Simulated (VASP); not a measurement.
# CdF2 (I4/mmm) in VASP: further runs

CdF2 is run at these levels: PBEsol; tasks: single point.

Everything below comes from runs of VASP 6.6.1. Logs are shortened: lines on timing, memory, paths and dates and some standing lists are left out, and cuts for length are marked.

## 1. The cell of the first run

The structure is tetragonal, space group I4/mmm (No. 139). The conventional cell has a = 3.629 Å, b = 3.629 Å, c = 5.451 Å, α = 90.00°, β = 90.00°, γ = 90.00°. Within 3.0 Å of Cd (site symmetry 4/mmm) lie 8 F at 2.27 Å. Within 3.0 Å of F (site symmetry -4m2) lie 4 Cd at 2.27 Å and 6 F at 2.57 to 2.73 Å.

## 2. Single point, PBEsol (11.97 Å³/atom)

Input file INCAR:

```
SYSTEM = CdF2
PREC = Accurate
ENCUT = 520
EDIFF = 1E-6
ISMEAR = 0
SIGMA = 0.05
LREAL = .False.
LASPH = .True.
NELM = 80
ALGO = Normal
ISIF = 2
LWAVE = .False.
LCHARG = .False.
GGA = PS
NBANDS = 20
```

Input file KPOINTS:

```
Automatic mesh
0
Gamma
  8 8 8
  0 0 0
```

Input file POSCAR:

```
CdF2
1.0
    0.0000000000      2.5662871358      2.7253969382
    2.5662871358      0.0000000000      2.7253969382
    2.5662871358      2.5662871358      0.0000000000
Cd F
1 2
Direct
    0.0000000000      0.0000000000      0.0000000000
    0.2500000000      0.2500000000      0.2500000000
    0.7500000000      0.7500000000      0.7500000000
```

Potentials or basis: VASP PAW PBE potentials, release 64 (Cd, F).

On the command line:

```bash
$ cat potpaw_PBE.64/Cd/POTCAR potpaw_PBE.64/F/POTCAR > POTCAR
$ mpirun -np 1 vasp_std > vasp.out
```

OUTCAR:

```text
SYSTEM = CdF2
   PREC = Accurate
   ENCUT = 520
   EDIFF = 1E-6
   ISMEAR = 0
   LREAL = .False.
   LASPH = .True.
   NELM = 80
   ISIF = 2
   GGA = PS

 ion  position               nearest neighbor table
   1  0.000  0.000  0.000-   2 2.27   3 2.27   3 2.27   3 2.27   3 2.27   2 2.27   2 2.27   2 2.27

   2  0.250  0.250  0.250-   1 2.27   1 2.27   1 2.27   1 2.27
   3  0.750  0.750  0.750-   1 2.27   1 2.27   1 2.27   1 2.27

  LATTYP: Found a body centered tetragonal cell.
 ALAT       =     3.6292780724
 C/A-ratio  =     1.5018948032

  Lattice vectors:

 A1 = (  -2.5662871358,   0.0000000000,   2.7253969382)
 A2 = (   2.5662871358,   0.0000000000,   2.7253969382)
 A3 = (   0.0000000000,   2.5662871358,  -2.7253969382)

Analysis of symmetry for initial positions (statically):
=====================================================================
 Subroutine PRICEL returns:
 Original cell was already a primitive cell.

 Routine SETGRP: Setting up the symmetry group for a
 body centered tetragonal supercell.

 Subroutine GETGRP returns: Found 16 space group operations
 (whereof 16 operations were pure point group operations)
 out of a pool of 16 trial point group operations.

The static configuration has the point symmetry D_4h.

Analysis of symmetry for dynamics (positions and initial velocities):
=====================================================================
 Subroutine PRICEL returns:
 Original cell was already a primitive cell.

 Routine SETGRP: Setting up the symmetry group for a
 body centered tetragonal supercell.

 Subroutine GETGRP returns: Found 16 space group operations
 (whereof 16 operations were pure point group operations)
 out of a pool of 16 trial point group operations.

The dynamic configuration has the point symmetry D_4h.

 Subroutine INISYM returns: Found 16 space group operations
 (whereof 16 operations are pure point group operations),
 and found     1 'primitive' translations

----------------------------------------------------------------------------------------

                                     Primitive cell

  volume of cell :      35.8980

  direct lattice vectors                    reciprocal lattice vectors
     0.000000000  2.566287136  2.725396938    -0.194834005  0.194834005  0.183459515
     2.566287136  0.000000000  2.725396938     0.194834005 -0.194834005  0.183459515
     2.566287136  2.566287136  0.000000000     0.194834005  0.194834005 -0.183459515

  length of vectors
[... 82 lines left out ...]
   ENCUT  =  520.0 eV  38.22 Ry    6.18 a.u.   6.96  6.96  6.75*2*pi/ulx,y,z
   NELM   =     80;   NELMIN=  2; NELMDL= -5     # of ELM steps
   EDIFF  = 0.1E-05   stopping-criterion for ELM
   LREAL  =      F    real-space projection
   EDIFFG = 0.1E-04   stopping-criterion for IOM
   NSW    =      0    number of steps for IOM
   IBRION =     -1    ionic relax: 0-MD 1-quasi-New 2-CG
   NFREE  =      0    steps in history (QN), initial steepest desc. (CG)
   ISIF   =      2    stress and relaxation
   ISYM   =      2    0-nonsym 1-usesym 2-fastsym
   POTIM  = 0.5000    time-step for ionic-motion
   TEBEG  =    0.0;   TEEND  =   0.0 temperature during run
   PSTRESS=    0.0 pullay stress
   NELECT =      26.0000    total number of electrons
   NUPDOWN=      -1.0000    fix difference up-down
   EMIN   =  10.00;   EMAX   =-10.00  energy-range for DOS
   EFERMI =   0.00;   METHOD = LEGACY
   ISMEAR =     0;   SIGMA  =   0.05  broadening in eV -4-tet -1-fermi 0-gaus
   EFERMI_NEDOS =   21; number of points for ismear=-14 and -15
   IALGO  =     38    algorithm
   IMIX   =      4    mixing-type and parameters
     AMIX     =   0.40;   BMIX     =  1.00
     AMIX_MAG =   1.60;   BMIX_MAG =  1.00
  volume/ion in A,a.u.               =      11.97        80.75
  Fermi-wavevector in a.u.,A,eV,Ry     =   1.470198  2.778272 29.408755  2.161483
  Thomas-Fermi vector in A             =   2.585484
   LORBIT       =      0    0 simple, 1 ext, 2 COOP (PROOUT), +10 PAW based schemes
   GGA     = PS    functional components
   LHFCALC =     F    Hartree Fock is set to
   AEXX    =    0.0000 exact exchange contribution
   IVDW    =     0    specifies the selected vdW correction
   LEPSILON=     F    determine dielectric tensor
   LRPA    =     F    only Hartree local field effects (RPA)
 non-spin polarized calculation
 Gauss-broadening in eV      SIGMA  =   0.05
  energy-cutoff  :      520.00
  volume of cell :       35.90
 maximum number of plane-waves:       998
   NGX = 13   NGY = 13   NGZ = 13

 number of electron      26.0000007 magnetization

 Free energy of the ion-electron system (eV)
  ---------------------------------------------------
  ext. energy  EPLUGINS =         0.00000000
  ---------------------------------------------------
  free energy    TOTEN  =       -11.43583191 eV

  energy without entropy =      -11.43583191  energy(sigma->0) =      -11.43583191

 E-fermi :  -0.3698     XC(G=0): -11.1972

 val. band max:       -0.6926229224   @ k =  -0.2500   0.2500   0.5000
 cond. band min:       2.4129994981   @ k =   0.0000   0.0000   0.0000
 fundamental gap:      3.1056224205
 Fermi energy:        -0.3698363197

 k-point     1 :       0.0000    0.0000    0.0000
  band No.  band energies     occupation
      1     -21.9871      2.00000
      2     -20.5614      2.00000
      3      -6.7324      2.00000
      4      -6.7076      2.00000
      5      -6.7076      2.00000
      6      -5.0940      2.00000
[... 541 lines left out ...]
     19      18.6615      0.00000
     20      20.8909      0.00000

 [... further k-points ...]

------------------------ aborting loop because EDIFF is reached ----------------------------------------

  FORCE on cell =-STRESS in cart. coord.  units (eV):
  Direction    XX          YY          ZZ          XY          YZ          ZX
  --------------------------------------------------------------------------------------
  -------------------------------------------------------------------------------------
  Total        3.2511425      3.2511425      1.7308623      0.0000000      0.0000000      0.0000000
  in kB      145.1029815    145.1029815     77.2507748      0.0000000      0.0000000      0.0000000
  external PRESSURE =     122.4855793 kB  Pullay stress =       0.0000000 kB

 VOLUME and BASIS-vectors are now :
 -----------------------------------------------------------------------------
  energy-cutoff  :      520.00
  volume of cell :       35.90
      direct lattice vectors                 reciprocal lattice vectors
     0.000000000  2.566287136  2.725396938    -0.194834005  0.194834005  0.183459515
     2.566287136  0.000000000  2.725396938     0.194834005 -0.194834005  0.183459515
     2.566287136  2.566287136  0.000000000     0.194834005  0.194834005 -0.183459515

 POSITION                                       TOTAL-FORCE (eV/Angst)
 -----------------------------------------------------------------------------------
      0.00000      0.00000      0.00000         0.000000      0.000000     -0.000000
      1.28314      1.28314      1.36270        -0.000000      0.000000     -0.000000
      3.84943      3.84943      4.08810         0.000000     -0.000000      0.000000
 -----------------------------------------------------------------------------------
    total drift:                                0.000000      0.000000      0.000000

  FREE ENERGIE OF THE ION-ELECTRON SYSTEM (eV)
  ---------------------------------------------------
  free  energy   TOTEN  =       -11.4358319137 eV

  energy  without entropy=      -11.4358319137  energy(sigma->0) =      -11.43583191
```

OSZICAR:

```text
N       E                     dE             d eps       ncg     rms          rms(c)
DAV:   1     0.195913928838E+03    0.19591E+03   -0.15774E+04  2472   0.134E+03
DAV:   2    -0.459151632261E+01   -0.20051E+03   -0.19260E+03  2576   0.348E+02
DAV:   3    -0.127572885162E+02   -0.81658E+01   -0.81427E+01  2716   0.761E+01
DAV:   4    -0.127915236230E+02   -0.34235E-01   -0.34233E-01  2560   0.509E+00
DAV:   5    -0.127916387460E+02   -0.11512E-03   -0.11512E-03  2700   0.264E-01    0.110E+01
DAV:   6    -0.114247498507E+02    0.13669E+01   -0.29986E+00  3008   0.331E+01    0.849E+00
DAV:   7    -0.114515320274E+02   -0.26782E-01   -0.68802E-01  2452   0.751E+00    0.495E+00
DAV:   8    -0.114431066558E+02    0.84254E-02   -0.11406E-01  2444   0.340E+00    0.622E-01
DAV:   9    -0.114352066178E+02    0.79000E-02   -0.27611E-02  2884   0.237E+00    0.782E-02
DAV:  10    -0.114357448182E+02   -0.53820E-03   -0.29631E-03  2440   0.507E-01    0.934E-02
DAV:  11    -0.114358143312E+02   -0.69513E-04   -0.58893E-05  2604   0.696E-02    0.319E-02
DAV:  12    -0.114358297648E+02   -0.15434E-04   -0.32397E-05  2436   0.473E-02    0.189E-02
DAV:  13    -0.114358319249E+02   -0.21602E-05   -0.49274E-06  2540   0.199E-02    0.381E-03
DAV:  14    -0.114358319137E+02    0.11190E-07   -0.15030E-07  2068   0.473E-03
   1 F= -.11435832E+02 E0= -.11435832E+02  d E =-.876210E-22
```

Run time: 70 s. Hardware: 1 thread of Intel Xeon 8259CL, shared host; peak memory 0.18 GiB.

What came out:

| Quantity | Value |
| --- | --- |
| Free energy | -11.4358 eV |
| Pressure | 12.2 GPa |
| Band gap on the k mesh | 3.11 eV (least direct gap 3.41 eV) |

Caveat: the cell stands under pressure; the PAW data sets were made with another functional, which shifts forces and pressure a little. PBEsol gaps usually lie below the measured ones, often by a third to a half.

## 3. Single point, PBEsol (12.49 Å³/atom)

This run uses another cell than the first one, of 12.49 Å³/atom.

Input file INCAR:

```
SYSTEM = CdF2
  PREC = Accurate
  ENCUT = 520
  EDIFF = 1E-7
  ISMEAR = 0
  SIGMA = 0.05
  LREAL = .False.
  LASPH = .True.
  NELM = 60
  ALGO = Normal
  ISIF = 2
  LWAVE = .False.
  LCHARG = .False.
  GGA = PS
  NBANDS = 20
```

Input file KPOINTS:

```
regular mesh
0
Gamma
  8 8 8
  0 0 0
```

Input file POSCAR:

```
CdF2
1.0
    0.0000000000      2.6204056492      2.7275802403
    2.6204056492      0.0000000000      2.7275802403
    2.6204056492      2.6204056492      0.0000000000
Cd F
1 2
Direct
    0.0000000000      0.0000000000      0.0000000000
    0.2500000000      0.2500000000      0.2500000000
    0.7500000000      0.7500000000      0.7500000000
```

Potentials or basis: VASP PAW PBE potentials, release 64 (Cd, F).

On the command line:

```bash
$ cat potpaw_PBE.64/Cd/POTCAR potpaw_PBE.64/F/POTCAR > POTCAR
$ mpirun -np 1 vasp_std > vasp.out
```

It took 55 s on 1 thread of Intel Xeon 8259CL, shared host; peak memory 0.18 GiB.

Results (log left out):

| Quantity | Value |
| --- | --- |
| Free energy | -11.5436 eV |
| Pressure | 5.9 GPa |
| Band gap on the k mesh | 3.00 eV (least direct gap 3.39 eV) |

Stress tensor (GPa, compression positive):
```
7.34 0.00 0.00
0.00 7.34 0.00
0.00 0.00 2.88
```

Levels at points of the mesh, in eV from the valence-band top:
```
           k point  band 11  band 12  band 13  band 14  band 15  band 16
(0.00, 0.00, 0.00)    -0.51    -0.51    -0.39     3.00    12.63    12.63
(0.50, 0.00, 0.00)    -2.03    -0.40    -0.39     7.33     9.04    14.50
(0.50, 0.50, 0.00)    -0.78    -0.09    -0.09     8.21     9.74    11.74
(0.50, 0.00, 0.50)    -0.54    -0.20    -0.08     8.15     9.60    11.74
```

Caveat: the cell stands under pressure; the PAW data sets were made with another functional, which shifts forces and pressure a little.
